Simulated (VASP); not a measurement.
Set up this calculation in VASP 6.6.1, as the native input.

```yaml
Task: single point
Functional: PBE
Dispersion: D3(BJ)
Potentials_or_basis: VASP PAW PBE potentials, release 64 (C)
Cutoff: 520 eV
k_mesh: 18 × 18 × 18
Occupations: gaussian, width 0.03 eV
Spin: no spin polarisation
Dipole_correction: no
Further_INCAR_settings: ALGO = Normal; EDIFF = 1e-06; NBANDS = 11
```

The structure of C lies in POSCAR:

```
C
1.0
    0.0000000000      2.3981127150      3.3312130978
    1.2085935466      0.0000000000      3.3312130978
    1.2085935466      2.3981127150      0.0000000000
C
2
Direct
    0.1666966007      0.8333033993      0.1666966007
    0.8333033993      0.1666966007      0.8333033993
```

The input as run:

INCAR

```
SYSTEM = C
PREC = Accurate
ENCUT = 520
EDIFF = 1E-6
ISMEAR = 0
SIGMA = 0.03
LREAL = .FALSE.
LASPH = .TRUE.
NELM = 80
ALGO = Normal
ISIF = 2
LWAVE = .FALSE.
LCHARG = .FALSE.
GGA = PE
IVDW = 12
NBANDS = 11
```

KPOINTS

```
regular mesh
0
G
  18 18 18
  0 0 0
```

Potentials or basis: VASP PAW PBE potentials, release 64 (C).

The run is started by

```bash
$ cat potpaw_PBE.64/C/POTCAR > POTCAR
$ mpirun -np 1 vasp_std > vasp.out
```

Results of the run:

```yaml
Pressure: -29.2 GPa
Largest_force: 0.357 eV/Å
Dispersion_energy_per_atom: -0.149 eV
```

Caveat: the cell stands under tension.

Run time: 59 s on 1 thread of Intel(R) Xeon(R) 6975P-C (Granite Rapids), on a shared host, peak memory 0.27 GiB.
